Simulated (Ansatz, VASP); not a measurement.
YHSe in VASP and in Ansatz

The input INCAR:

```
SYSTEM = YHSe
PREC = Accurate
ENCUT = 520
EDIFF = 1E-7
ISMEAR = 0
SIGMA = 0.05
LREAL = .False.
LASPH = .True.
NELM = 60
ALGO = Normal
ISIF = 2
LWAVE = .False.
LCHARG = .False.
GGA = CA
NBANDS = 16
```

The input KPOINTS:

```
Automatic mesh
0
Gamma
  9 9 8
  0 0 0
```

Contents of POSCAR:

```
YHSe
1.0
    4.1482058427      0.0000000000      0.0000000000
   -2.0741029213      3.5924516399      0.0000000000
    0.0000000000      0.0000000000      4.2287935248
Y H Se
1 1 1
Direct
    0.0000000000      0.0000000000      0.0000000000
    0.3333333333      0.6666666667      0.0000000000
    0.6666666667      0.3333333333      0.5000000000
```

Input for Ansatz:

```yaml
crystal:
  lattice:
    - [4.1482058427, 0.0, 0.0]
    - [-2.0741029213, 3.5924516399, 0.0]
    - [0.0, 0.0, 4.2287935248]
  atoms:
    - { symbol: "Y", position: [0.0, 0.0, 0.0] }
    - { symbol: H, position: [0.3333333333, 0.6666666667, 0.0] }
    - { symbol: Se, position: [0.6666666667, 0.3333333333, 0.5] }
basis:
  ecutwfc: 420
kpoints:
  mp_grid: { grid: [9, 9, 8] }
hamiltonian:
  xc: lda
scf:
  occupations: { method: gaussian, width: 0.05 }
output:
  forces: true
  stress: true
  eigenvalues: true
```

Change from the starting cell: strain +0.080 along x and y, +0.080 along z, atoms carried along.

Alike in both runs: task single point; functional LDA; k mesh 9 × 9 × 8; occupations gaussian, width 0.05 eV; no spin polarisation.

|  | VASP | Ansatz |
| --- | --- | --- |
| version | VASP 6.6.1 | Ansatz 0.2.0 |
| potentials or method | VASP PAW LDA potentials, release 64 (Y_sv, H, Se), cutoff 520 eV | scalar-relativistic, plane waves, PAW |
| valence electrons in the cell | 18 | 28 |

```csv
,VASP,Ansatz,Ansatz less VASP
gap on the k mesh at the Fermi level (eV),1.29,1.29,+0.002
least direct gap on the mesh (eV),1.72,1.73,+0.010
pressure (GPa),-15.5,-15.5,-0.02
"traceless stress, the component that is largest in VASP (GPa)",0.09,0.09,+0.004
```

LDA's correlation is that of Perdew and Zunger in VASP and of Perdew and Wang (1992) in Ansatz. VASP's potentials hold 18 valence electrons a cell and Ansatz's 28, so a difference there can come from the potentials and not from the codes.
